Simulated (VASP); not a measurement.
# BaTiO3 (Pm-3m) in VASP: notebook, part 2 of 3

VASP 6.6.1. Earlier steps stand in the parts before.

### 4 Single point, r2SCAN

This run uses another cell than the first one, of 13.00 Å³/atom, 1.041 times its volume.

POSCAR reads:

```
BaTiO3
1.0
    4.0208777100      0.0000000000      0.0000000000
    0.0000000000      4.0208777100      0.0000000000
    0.0000000000      0.0000000000      4.0208777100
Ba Ti O
1 1 3
Direct
    0.5000000000      0.5000000000      0.5000000000
    0.0000000000      0.0000000000      0.0000000000
    0.5000000000      0.0000000000      0.0000000000
    0.0000000000      0.5000000000      0.0000000000
    0.0000000000      0.0000000000      0.5000000000
```

INCAR.step1 reads:

```
  PREC = Accurate
  ENCUT = 520
  ISMEAR = -1
  SIGMA = 0.02
  LREAL = F
  LASPH = T
  NELM = 80
  NBANDS = 28
  GGA = PE
  ALGO = Normal
  EDIFF = 1E-4
  LWAVE = T
  LCHARG = F
```

INCAR.step2 reads:

```
  PREC = Accurate
  ENCUT = 520
  EDIFF = 1E-6
  ISMEAR = -1
  SIGMA = 0.02
  LREAL = F
  LASPH = T
  NELM = 80
  ALGO = Normal
  ISIF = 2
  LWAVE = F
  LCHARG = T
  METAGGA = R2SCAN
  LMIXTAU = T
  LELF = T
  LVHAR = T
  NBANDS = 28
  ISTART = 1
```

KPOINTS reads:

```
regular mesh
0
Gamma
  8 8 8
```

Potentials or basis: VASP PAW PBE potentials, release 64 (Ba_sv, Ti_sv, O).

Run with:

```
cat potpaw_PBE.64/Ba_sv/POTCAR potpaw_PBE.64/Ti_sv/POTCAR potpaw_PBE.64/O/POTCAR > POTCAR
cp INCAR.step1 INCAR
mpirun -np 1 vasp_std > vasp.out
cp INCAR.step2 INCAR
mpirun -np 1 vasp_std > vasp.out
```

OUTCAR:

```text
PREC = Accurate
   ENCUT = 520
   EDIFF = 1E-6
   ISMEAR = -1
   LREAL = F
   LASPH = T
   NELM = 80
   ISIF = 2
   METAGGA = R2SCAN
   ISTART = 1

 ion  position               nearest neighbor table
   1  0.500  0.500  0.500-   3 2.84   4 2.84   5 2.84   3 2.84   4 2.84   3 2.84   5 2.84   3 2.84
                             4 2.84   5 2.84   4 2.84   5 2.84   2 3.48   2 3.48   2 3.48   2 3.48
   2  0.000  0.000  0.000-   3 2.01   4 2.01   5 2.01   5 2.01   4 2.01   3 2.01   1 3.48   1 3.48
                             1 3.48   1 3.48   1 3.48   1 3.48   1 3.48   1 3.48
   3  0.500  0.000  0.000-   2 2.01   2 2.01   1 2.84   1 2.84   1 2.84   1 2.84
   4  0.000  0.500  0.000-   2 2.01   2 2.01   1 2.84   1 2.84   1 2.84   1 2.84
   5  0.000  0.000  0.500-   2 2.01   2 2.01   1 2.84   1 2.84   1 2.84   1 2.84

  LATTYP: Found a simple cubic cell.
 ALAT       =     4.0208777100

  Lattice vectors:

 A1 = (   4.0208777100,   0.0000000000,   0.0000000000)
 A2 = (   0.0000000000,   4.0208777100,   0.0000000000)
 A3 = (   0.0000000000,   0.0000000000,   4.0208777100)

Analysis of symmetry for initial positions (statically):
=====================================================================
 Subroutine PRICEL returns:
 Original cell was already a primitive cell.

 Routine SETGRP: Setting up the symmetry group for a
 simple cubic supercell.

 Subroutine GETGRP returns: Found 48 space group operations
[... 9 lines left out ...]

 Routine SETGRP: Setting up the symmetry group for a
 simple cubic supercell.

 Subroutine GETGRP returns: Found 48 space group operations
[... 11 lines left out ...]
                                     Primitive cell

  volume of cell :      65.0074

  direct lattice vectors                    reciprocal lattice vectors
     4.020877710  0.000000000  0.000000000     0.248701918  0.000000000  0.000000000
     0.000000000  4.020877710  0.000000000     0.000000000  0.248701918  0.000000000
     0.000000000  0.000000000  4.020877710     0.000000000  0.000000000  0.248701918

  length of vectors
     4.020877710  4.020877710  4.020877710     0.248701918  0.248701918  0.248701918

  position of ions in fractional coordinates (direct lattice)
     0.500000000  0.500000000  0.500000000
     0.000000000  0.000000000  0.000000000
     0.500000000  0.000000000  0.000000000
     0.000000000  0.500000000  0.000000000
     0.000000000  0.000000000  0.500000000

  ion indices of the primitive-cell ions
   primitive index   ion index
                 1           1
                 2           2
                 3           3
                 4           4
                 5           5

----------------------------------------------------------------------------------------

 KPOINTS: regular mesh

Automatic generation of k-mesh.
 Grid dimensions read from file:
 generate k-points for:    8    8    8

 Generating k-lattice:

  Cartesian coordinates                     Fractional coordinates (reciprocal lattice)
     0.031087740  0.000000000  0.000000000     0.125000000  0.000000000  0.000000000
     0.000000000  0.031087740  0.000000000     0.000000000  0.125000000  0.000000000
     0.000000000  0.000000000  0.031087740     0.000000000  0.000000000  0.125000000

  Length of vectors
     0.031087740  0.031087740  0.031087740

  Shift w.r.t. Gamma in fractional coordinates (k-lattice)
     0.000000000  0.000000000  0.000000000

 Subroutine IBZKPT returns following result:
 ===========================================

 Found     35 irreducible k-points:

 Following reciprocal coordinates:
            Coordinates               Weight
  0.000000  0.000000  0.000000      1.000000
  0.125000  0.000000  0.000000      6.000000
  0.250000  0.000000  0.000000      6.000000
  0.375000  0.000000  0.000000      6.000000
  0.500000  0.000000  0.000000      3.000000
  0.125000  0.125000  0.000000     12.000000
[... 16 lines left out ...]
  0.375000  0.375000  0.125000     24.000000
  0.500000  0.375000  0.125000     24.000000
 [... further k-points ...]
   k-points           NKPTS =     35   k-points in BZ     NKDIM =     35   number of bands    NBANDS=     28
   number of dos      NEDOS =    301   number of ions     NIONS =      5
   total plane-waves  NPLWV =  27000
   dimension x,y,z NGX =    30 NGY =   30 NGZ =   30
   dimension x,y,z NGXF=    60 NGYF=   60 NGZF=   60
   ions per type =               1   1   3
   NGX,Y,Z   is equivalent  to a cutoff of  12.40, 12.40, 12.40 a.u.
   NGXF,Y,Z  is equivalent  to a cutoff of  24.81, 24.81, 24.81 a.u.
 SYSTEM =  unknown system
   PREC   = accura    normal or accurate (medium, high low for compatibility)
   ISTART =      1    job   : 0-new  1-cont  2-samecut
   ICHARG =      0    charge: 1-file 2-atom 10-const
   ISPIN  =      1    spin polarized calculation?
   LNONCOLLINEAR =      F non collinear calculations
   LSORBIT =      F    spin-orbit coupling
   LASPH  =      T    aspherical Exc in radial PAW
   ENCUT  =  520.0 eV  38.22 Ry    6.18 a.u.   7.48  7.48  7.48*2*pi/ulx,y,z
   NELM   =     80;   NELMIN=  2; NELMDL=  0     # of ELM steps
   EDIFF  = 0.1E-05   stopping-criterion for ELM
   LREAL  =      F    real-space projection
   EDIFFG = 0.1E-04   stopping-criterion for IOM
   NSW    =      0    number of steps for IOM
   IBRION =     -1    ionic relax: 0-MD 1-quasi-New 2-CG
   NFREE  =      0    steps in history (QN), initial steepest desc. (CG)
   ISIF   =      2    stress and relaxation
   ISYM   =      2    0-nonsym 1-usesym 2-fastsym
   POTIM  = 0.5000    time-step for ionic-motion
   TEBEG  =    0.0;   TEEND  =   0.0 temperature during run
   PSTRESS=    0.0 pullay stress
   NELECT =      40.0000    total number of electrons
   NUPDOWN=      -1.0000    fix difference up-down
   EMIN   =  10.00;   EMAX   =-10.00  energy-range for DOS
   EFERMI =   0.00;   METHOD = LEGACY
   ISMEAR =    -1;   SIGMA  =   0.02  broadening in eV -4-tet -1-fermi 0-gaus
   EFERMI_NEDOS =   21; number of points for ismear=-14 and -15
   IALGO  =     38    algorithm
   IMIX   =      4    mixing-type and parameters
     AMIX     =   0.40;   BMIX     =  1.00
     AMIX_MAG =   1.60;   BMIX_MAG =  1.00
  volume/ion in A,a.u.               =      13.00        87.74
  Fermi-wavevector in a.u.,A,eV,Ry     =   1.392432  2.631315 26.379881  1.938867
  Thomas-Fermi vector in A             =   2.516175
   LORBIT       =      0    0 simple, 1 ext, 2 COOP (PROOUT), +10 PAW based schemes
   METAGGA = R2SCAN    functional components
   LHFCALC =     F    Hartree Fock is set to
   AEXX    =    0.0000 exact exchange contribution
   IVDW    =     0    specifies the selected vdW correction
   LEPSILON=     F    determine dielectric tensor
   LRPA    =     F    only Hartree local field effects (RPA)
 non-spin polarized calculation
  energy-cutoff  :      520.00
  volume of cell :       65.01
 maximum number of plane-waves:      1775
 NGX is ok and might be reduce to    30
   NGX = 15   NGY = 15   NGZ = 15

 number of electron      39.9999976 magnetization

 Free energy of the ion-electron system (eV)
  ---------------------------------------------------
  ext. energy  EPLUGINS =         0.00000000
  ---------------------------------------------------
  free energy    TOTEN  =       -74.23336848 eV

  energy without entropy =      -74.23336848  energy(sigma->0) =      -74.23336848

 E-fermi :   3.9202     XC(G=0): -11.8414

 val. band max:        3.4266855912   @ k =   0.5000   0.5000   0.5000
 cond. band min:       5.5286653847   @ k =   0.0000   0.0000   0.0000
 fundamental gap:      2.1019797935
 Fermi energy:         3.9201653868

 k-point     1 :       0.0000    0.0000    0.0000
  band No.  band energies     occupation
      1     -55.5197      2.00000
      2     -30.6695      2.00000
      3     -30.6695      2.00000
      4     -30.6695      2.00000
      5     -22.0771      2.00000
      6     -14.4036      2.00000
[... 20 lines left out ...]
     27       9.0096      0.00000
     28      11.5760      0.00000
[... 683 lines left out ...]
 k-point    24 :       0.5000    0.3750    0.1250
  band No.  band energies     occupation
      1     -55.5176      2.00000
      2     -30.7204      2.00000
      3     -30.7123      2.00000
      4     -30.6738      2.00000
      5     -21.8822      2.00000
      6     -14.0954      2.00000
[... 20 lines left out ...]
     27      12.1629      0.00000
     28      13.0442      0.00000

 [... further k-points ...]

------------------------ aborting loop because EDIFF is reached ----------------------------------------

  FORCE on cell =-STRESS in cart. coord.  units (eV):
  Direction    XX          YY          ZZ          XY          YZ          ZX
  --------------------------------------------------------------------------------------
  -------------------------------------------------------------------------------------
  Total       -0.6662861     -0.6662861     -0.6662861      0.0000000     -0.0000000      0.0000000
  in kB      -16.4213447    -16.4213447    -16.4213447      0.0000000     -0.0000000      0.0000000
  external PRESSURE =     -16.4213447 kB  Pullay stress =       0.0000000 kB

 VOLUME and BASIS-vectors are now :
 -----------------------------------------------------------------------------
  energy-cutoff  :      520.00
  volume of cell :       65.01
      direct lattice vectors                 reciprocal lattice vectors
     4.020877710  0.000000000  0.000000000     0.248701918  0.000000000  0.000000000
     0.000000000  4.020877710  0.000000000     0.000000000  0.248701918  0.000000000
     0.000000000  0.000000000  4.020877710     0.000000000  0.000000000  0.248701918

 POSITION                                       TOTAL-FORCE (eV/Angst)
 -----------------------------------------------------------------------------------
      2.01044      2.01044      2.01044         0.000000      0.000000      0.000000
      0.00000      0.00000      0.00000         0.000000      0.000000      0.000000
      2.01044      0.00000      0.00000         0.000000      0.000000      0.000000
      0.00000      2.01044      0.00000         0.000000      0.000000      0.000000
      0.00000      0.00000      2.01044         0.000000      0.000000      0.000000
 -----------------------------------------------------------------------------------
    total drift:                                0.000000     -0.000000      0.000000

  FREE ENERGIE OF THE ION-ELECTRON SYSTEM (eV)
  ---------------------------------------------------
  free  energy   TOTEN  =       -74.2333684800 eV

  energy  without entropy=      -74.2333684800  energy(sigma->0) =      -74.23336848
```

Wall time 2.2 min (1 thread of Intel Xeon 6975P-C (Granite Rapids), shared host); peak memory 0.21 GiB.

What came out:

```yaml
Free_energy: -74.2334 eV
Pressure: -1.6 GPa
Band_gap_on_the_k_mesh: 2.10 eV, indirect (least direct gap 2.27 eV)
```

Caveat: the PAW data sets were made with another functional, which shifts forces and pressure a little; spin-orbit coupling is left out, which moves the levels of the heavy elements. A k mesh can miss the band edges.

(Continued in part 3 of 3.)
